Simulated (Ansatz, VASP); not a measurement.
# One calculation of TaN, two programs

```
Ta N
1.0
     3.12348    0.00000    0.00000
    -1.56174    2.70501    0.00000
     0.00000    0.00000   26.47640
Ta N
5 5
Direct
  0.33333 0.66667 0.28327
  0.00000 0.00000 0.37960
  0.66667 0.33333 0.47592
  0.33333 0.66667 0.57224
  0.00000 0.00000 0.66857
  0.66667 0.33333 0.33143
  0.33333 0.66667 0.42776
  0.00000 0.00000 0.52408
  0.66667 0.33333 0.62040
  0.33333 0.66667 0.71673
```

Alike in both runs: task single point; functional PBE; k mesh 12 × 12 × 1; occupations gaussian, width 0.1 eV; no spin polarisation.

```csv
,VASP,Ansatz
version,VASP 6.6.1,Ansatz 0.2.0
potentials or method,"VASP PAW PBE potentials, release 64 (Ta_pv, N), cutoff 520 eV","scalar-relativistic, plane waves, PAW"
valence electrons in the cell,80,90
```

```tsv
	VASP	Ansatz	Ansatz less VASP
gap on the k mesh at the Fermi level (eV)	none	none	-
rms of the force components (eV/Å)	1.323	1.329	+0.0064
```

A gap of «none» marks a metal or a gap that the smearing closes. VASP's potentials hold 80 valence electrons a cell and Ansatz's 90, so a difference there can come from the potentials and not from the codes. Ansatz's warnings: xc potential rough in thin density.

Neither program's run includes spin-orbit coupling.
